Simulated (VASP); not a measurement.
# P (Im-3m) in VASP: relaxation of cell and atoms with PBE

Aim: the relaxation of cell and atoms of P with PBE.

Program: VASP 6.6.1. These are calculated values, not measurements. Logs are shortened: lines on timing, memory, paths and dates and some standing lists are left out, and cuts for length are marked.

## 1. The cell of the first run

Symmetry: Im-3m, No. 229, cubic system. Conventional cell: a = 4.678 Å, b = 4.678 Å, c = 4.678 Å, α = 90.00°, β = 90.00°, γ = 90.00°. Within 3.1 Å of P (site symmetry 4/mmm) lie 4 P at 2.34 Å.

The cell was generated, and may not be a known phase.

## 2. Relaxation of cell and atoms, PBE

File INCAR:

```
PREC = Accurate
ENCUT = 600
EDIFF = 1E-6
ISMEAR = 0
SIGMA = 0.1
LREAL = F
LASPH = T
NELM = 80
ALGO = Normal
ISIF = 3
LWAVE = F
LCHARG = F
GGA = PE
IBRION = 2
NSW = 100
EDIFFG = -0.01
```

File KPOINTS:

```
Automatic mesh
0
Gamma
  14 14 14
```

File POSCAR:

```
P
1.0
   -2.3388127854      2.3388127854      2.3388127854
    2.3388127854     -2.3388127854      2.3388127854
    2.3388127854      2.3388127854     -2.3388127854
P
3
Direct
    0.5000000000      0.0000000000      0.5000000000
    0.0000000000      0.5000000000      0.5000000000
    0.5000000000      0.5000000000      0.0000000000
```

Potentials or basis: VASP PAW PBE potentials, release 64 (P).

The run is started by

```
$ cat potpaw_PBE.64/P/POTCAR > POTCAR
$ mpirun -np 1 vasp_std > vasp.out
```

OUTCAR:

```text
PREC = Accurate
   ENCUT = 600
   EDIFF = 1E-6
   ISMEAR = 0
   LREAL = F
   LASPH = T
   NELM = 80
   ISIF = 3
   GGA = PE
   IBRION = 2
   NSW = 100
   EDIFFG = -0.01

 ion  position               nearest neighbor table
   1  0.500  0.000  0.500-   2 2.34   3 2.34   3 2.34   2 2.34
   2  0.000  0.500  0.500-   1 2.34   3 2.34   3 2.34   1 2.34
   3  0.500  0.500  0.000-   1 2.34   2 2.34   1 2.34   2 2.34

  LATTYP: Found a body centered cubic cell.
 ALAT       =     4.6776255708

  Lattice vectors:

 A1 = (  -2.3388127854,   2.3388127854,   2.3388127854)
 A2 = (   2.3388127854,  -2.3388127854,   2.3388127854)
 A3 = (   2.3388127854,   2.3388127854,  -2.3388127854)

Analysis of symmetry for initial positions (statically):
=====================================================================
 Subroutine PRICEL returns:
 Original cell was already a primitive cell.

 Routine SETGRP: Setting up the symmetry group for a
 body centered cubic supercell.

 Subroutine GETGRP returns: Found 48 space group operations
 (whereof 48 operations were pure point group operations)
 out of a pool of 48 trial point group operations.

The static configuration has the point symmetry O_h .

Analysis of symmetry for dynamics (positions and initial velocities):
=====================================================================
 Subroutine PRICEL returns:
 Original cell was already a primitive cell.

 Routine SETGRP: Setting up the symmetry group for a
 body centered cubic supercell.

 Subroutine GETGRP returns: Found 48 space group operations
 (whereof 48 operations were pure point group operations)
 out of a pool of 48 trial point group operations.

The dynamic configuration has the point symmetry O_h .

 Subroutine INISYM returns: Found 48 space group operations
 (whereof 48 operations are pure point group operations),
 and found     1 'primitive' translations

----------------------------------------------------------------------------------------

                                     Primitive cell

  volume of cell :      51.1736

  direct lattice vectors                    reciprocal lattice vectors
    -2.338812785  2.338812785  2.338812785     0.000000000  0.213783678  0.213783678
     2.338812785 -2.338812785  2.338812785     0.213783678  0.000000000  0.213783678
     2.338812785  2.338812785 -2.338812785     0.213783678  0.213783678  0.000000000

  length of vectors
     4.050942574  4.050942574  4.050942574     0.302335777  0.302335777  0.302335777

  position of ions in fractional coordinates (direct lattice)
     0.500000000  0.000000000  0.500000000
     0.000000000  0.500000000  0.500000000
     0.500000000  0.500000000  0.000000000

  ion indices of the primitive-cell ions
   primitive index   ion index
                 1           1
                 2           2
                 3           3

----------------------------------------------------------------------------------------

 KPOINTS: Automatic mesh

Automatic generation of k-mesh.
 Grid dimensions read from file:
 generate k-points for:   14   14   14

 Generating k-lattice:

  Cartesian coordinates                     Fractional coordinates (reciprocal lattice)
     0.000000000  0.015270263  0.015270263     0.071428571  0.000000000  0.000000000
     0.015270263  0.000000000  0.015270263     0.000000000  0.071428571  0.000000000
     0.015270263  0.015270263  0.000000000     0.000000000  0.000000000  0.071428571

  Length of vectors
     0.021595413  0.021595413  0.021595413

  Shift w.r.t. Gamma in fractional coordinates (k-lattice)
     0.000000000  0.000000000  0.000000000

 Subroutine IBZKPT returns following result:
 ===========================================

 Found    104 irreducible k-points:

 Following reciprocal coordinates:
            Coordinates               Weight
  0.000000  0.000000  0.000000      1.000000
  0.071429  0.000000  0.000000     12.000000
  0.142857  0.000000  0.000000     12.000000
  0.214286  0.000000  0.000000     12.000000
  0.285714  0.000000  0.000000     12.000000
  0.357143  0.000000  0.000000     12.000000
[... 16 lines left out ...]
  0.285714  0.285714  0.000000     24.000000
  0.357143  0.285714  0.000000     24.000000
 [... further k-points ...]
   k-points           NKPTS =    104   k-points in BZ     NKDIM =    104   number of bands    NBANDS=     11
   number of dos      NEDOS =    301   number of ions     NIONS =      3
   total plane-waves  NPLWV =  32768
   dimension x,y,z NGX =    32 NGY =   32 NGZ =   32
   dimension x,y,z NGXF=    64 NGYF=   64 NGZF=   64
   ions per type =               3
   NGX,Y,Z   is equivalent  to a cutoff of  13.13, 13.13, 13.13 a.u.
   NGXF,Y,Z  is equivalent  to a cutoff of  26.26, 26.26, 26.26 a.u.
 SYSTEM =  unknown system
   PREC   = accura    normal or accurate (medium, high low for compatibility)
   ISTART =      0    job   : 0-new  1-cont  2-samecut
   ICHARG =      2    charge: 1-file 2-atom 10-const
   ISPIN  =      1    spin polarized calculation?
   LNONCOLLINEAR =      F non collinear calculations
   LSORBIT =      F    spin-orbit coupling
   LASPH  =      T    aspherical Exc in radial PAW
   ENCUT  =  600.0 eV  44.10 Ry    6.64 a.u.   8.09  8.09  8.09*2*pi/ulx,y,z
   NELM   =     80;   NELMIN=  2; NELMDL= -5     # of ELM steps
   EDIFF  = 0.1E-05   stopping-criterion for ELM
   LREAL  =      F    real-space projection
   EDIFFG = -.1E-01   stopping-criterion for IOM
   NSW    =    100    number of steps for IOM
   IBRION =      2    ionic relax: 0-MD 1-quasi-New 2-CG
   NFREE  =      1    steps in history (QN), initial steepest desc. (CG)
   ISIF   =      3    stress and relaxation
   ISYM   =      2    0-nonsym 1-usesym 2-fastsym
   POTIM  = 0.5000    time-step for ionic-motion
   TEBEG  =    0.0;   TEEND  =   0.0 temperature during run
   PSTRESS=    0.0 pullay stress
   NELECT =      15.0000    total number of electrons
   NUPDOWN=      -1.0000    fix difference up-down
   EMIN   =  10.00;   EMAX   =-10.00  energy-range for DOS
   EFERMI =   0.00;   METHOD = LEGACY
   ISMEAR =     0;   SIGMA  =   0.10  broadening in eV -4-tet -1-fermi 0-gaus
   EFERMI_NEDOS =   21; number of points for ismear=-14 and -15
   IALGO  =     38    algorithm
   IMIX   =      4    mixing-type and parameters
     AMIX     =   0.40;   BMIX     =  1.00
     AMIX_MAG =   1.60;   BMIX_MAG =  1.00
  volume/ion in A,a.u.               =      17.06       115.11
  Fermi-wavevector in a.u.,A,eV,Ry     =   1.087485  2.055048 16.090560  1.182623
  Thomas-Fermi vector in A             =   2.223645
   LORBIT       =      0    0 simple, 1 ext, 2 COOP (PROOUT), +10 PAW based schemes
   GGA     = PE    functional components
   LHFCALC =     F    Hartree Fock is set to
   AEXX    =    0.0000 exact exchange contribution
   IVDW    =     0    specifies the selected vdW correction
   LEPSILON=     F    determine dielectric tensor
   LRPA    =     F    only Hartree local field effects (RPA)
 conjugate gradient relaxation of ions
 non-spin polarized calculation
 Gauss-broadening in eV      SIGMA  =   0.10
  energy-cutoff  :      600.00
  volume of cell :       51.17
 maximum number of plane-waves:      1725
   NGX = 17   NGY = 17   NGZ = 17

--------------------------------------- Ionic step        1  -------------------------------------------

 number of electron      15.0000000 magnetization

 Free energy of the ion-electron system (eV)
  ---------------------------------------------------
  ext. energy  EPLUGINS =         0.00000000
  ---------------------------------------------------
  free energy    TOTEN  =       -14.08393597 eV

  energy without entropy =      -14.07574801  energy(sigma->0) =      -14.07984199

------------------------ aborting loop because EDIFF is reached ----------------------------------------

  FORCE on cell =-STRESS in cart. coord.  units (eV):
  Direction    XX          YY          ZZ          XY          YZ          ZX
  --------------------------------------------------------------------------------------
  -------------------------------------------------------------------------------------
  Total       -0.1480468     -0.1480468     -0.1480468      0.0000000      0.0000000     -0.0000000
  in kB       -4.6351448     -4.6351448     -4.6351448      0.0000000      0.0000000     -0.0000000
  external PRESSURE =      -4.6351448 kB  Pullay stress =       0.0000000 kB

 VOLUME and BASIS-vectors are now :
 -----------------------------------------------------------------------------
  energy-cutoff  :      600.00
  volume of cell :       51.17
      direct lattice vectors                 reciprocal lattice vectors
    -2.338812785  2.338812785  2.338812785     0.000000000  0.213783678  0.213783678
     2.338812785 -2.338812785  2.338812785     0.213783678  0.000000000  0.213783678
     2.338812785  2.338812785 -2.338812785     0.213783678  0.213783678  0.000000000
[... 38 lines left out ...]
 POSITION                                       TOTAL-FORCE (eV/Angst)
 -----------------------------------------------------------------------------------
      0.00000      2.33324      0.00000        -0.000000      0.000000     -0.000000
      0.00000      2.33324      2.33324        -0.000000     -0.000000      0.000000
      2.33324      2.33324      0.00000         0.000000      0.000000      0.000000
 -----------------------------------------------------------------------------------
    total drift:                               -0.000000     -0.000000      0.000000

  FREE ENERGIE OF THE ION-ELECTRON SYSTEM (eV)
  ---------------------------------------------------
  free  energy   TOTEN  =       -14.0843386250 eV

  energy  without entropy=      -14.0760843928  energy(sigma->0) =      -14.08021151

--------------------------------------- Ionic step        3  -------------------------------------------

 number of electron      15.0000001 magnetization

 Free energy of the ion-electron system (eV)
  ---------------------------------------------------
  ext. energy  EPLUGINS =         0.00000000
  ---------------------------------------------------
  free energy    TOTEN  =       -14.08436575 eV

  energy without entropy =      -14.07612633  energy(sigma->0) =      -14.08024604

 E-fermi :   7.3115     XC(G=0): -10.5345

 val. band max:        7.3051057050   @ k =   0.2143   0.2143   0.0000
 cond. band min:       7.3801332889   @ k =   0.1429   0.0714   0.0714
 fundamental gap:      0.0750275838
 Fermi energy:         7.3114763927

 k-point     1 :       0.0000    0.0000    0.0000
  band No.  band energies     occupation
      1      -8.2067      2.00000
      2       1.1719      2.00000
      3       1.1719      2.00000
      4       2.1185      2.00000
      5       2.1185      2.00000
      6       2.1185      2.00000
      7       6.8187      2.00000
      8       6.8187      2.00000
      9       6.8187      2.00000
     10      10.0820      0.00000
     11      10.0820      0.00000

 k-point     2 :       0.0714    0.0000    0.0000
  band No.  band energies     occupation
      1      -8.1488      2.00000
      2       0.4975      2.00000
      3       0.8797      2.00000
      4       2.0681      2.00000
      5       2.4586      2.00000
      6       2.7705      2.00000
      7       6.5252      2.00000
      8       6.6638      2.00000
      9       6.9171      2.00000
     10      10.2547      0.00000
     11      10.3467      0.00000
[... 295 lines left out ...]
 k-point    24 :       0.3571    0.2857    0.0000
  band No.  band energies     occupation
      1      -5.2943      2.00000
      2      -4.8130      2.00000
      3      -2.5611      2.00000
      4       3.0224      2.00000
      5       3.4854      2.00000
      6       4.1152      2.00000
      7       6.9754      2.00000
      8       8.0150      0.00000
      9       8.7314      0.00000
     10       9.4535      0.00000
     11      12.1926      0.00000

 [... further k-points ...]

------------------------ aborting loop because EDIFF is reached ----------------------------------------

  FORCE on cell =-STRESS in cart. coord.  units (eV):
  Direction    XX          YY          ZZ          XY          YZ          ZX
  --------------------------------------------------------------------------------------
  -------------------------------------------------------------------------------------
  Total        0.0025370      0.0025370      0.0025370     -0.0000000      0.0000000      0.0000000
  in kB        0.0798931      0.0798931      0.0798931     -0.0000000      0.0000000      0.0000000
  external PRESSURE =       0.0798931 kB  Pullay stress =       0.0000000 kB

 VOLUME and BASIS-vectors are now :
 -----------------------------------------------------------------------------
  energy-cutoff  :      600.00
  volume of cell :       50.88
      direct lattice vectors                 reciprocal lattice vectors
    -2.334287642  2.334287642  2.334287642     0.000000000  0.214198110  0.214198110
     2.334287642 -2.334287642  2.334287642     0.214198110  0.000000000  0.214198110
     2.334287642  2.334287642 -2.334287642     0.214198110  0.214198110  0.000000000

 POSITION                                       TOTAL-FORCE (eV/Angst)
 -----------------------------------------------------------------------------------
      0.00000      2.33429      0.00000         0.000000      0.000000      0.000000
      2.33429      0.00000      0.00000        -0.000000     -0.000000      0.000000
      0.00000      0.00000      2.33429        -0.000000     -0.000000     -0.000000
 -----------------------------------------------------------------------------------
    total drift:                               -0.000000     -0.000000      0.000000

  FREE ENERGIE OF THE ION-ELECTRON SYSTEM (eV)
  ---------------------------------------------------
  free  energy   TOTEN  =       -14.0843657494 eV

  energy  without entropy=      -14.0761263256  energy(sigma->0) =      -14.08024604

 reached required accuracy - stopping structural energy minimisation
```

It took 30 s on 1 thread of Intel Xeon 6975P-C (Granite Rapids), shared host; peak memory 0.2 GiB.

What came out:

| Item | Value |
| --- | --- |
| Free energy | -14.0844 eV |
| Relaxed volume | 16.96 Å³/atom |
| Relaxed cell | a = 4.043 Å, b = 4.043 Å, c = 4.043 Å, α = 109.47°, β = 109.47°, γ = 109.47° |
| Space group after relaxing (to 0.1 Å) | Im-3m (No. 229) |
| Energy gained by relaxing | 0.1 meV/atom |
| Ionic steps | 3 |
| Pressure after relaxing | 0.0 GPa |
| Band gap on the k mesh | zero (an odd number of electrons rules out a gap without spin polarisation) |

Step by step:
```tsv
step	energy change (eV)	largest force (eV/Å)	pressure (GPa)	volume (Å³)
1	0.0000	0.0000	-0.46	51.17
2	-0.0004	0.0000	0.10	50.81
3	-0.0004	0.0000	0.01	50.88
```

Final structure:
```yaml
crystal:
  lattice:
    - [-2.33429, 2.33429, 2.33429]
    - [2.33429, -2.33429, 2.33429]
    - [2.33429, 2.33429, -2.33429]
  atoms:
    - { symbol: P, position: [0.50000, 0.00000, 0.50000] }
    - { symbol: P, position: [0.00000, 0.50000, 0.50000] }
    - { symbol: P, position: [0.50000, 0.50000, 0.00000] }
```

The gap in the log of VASP goes by the Fermi energy; the results here count the filled bands.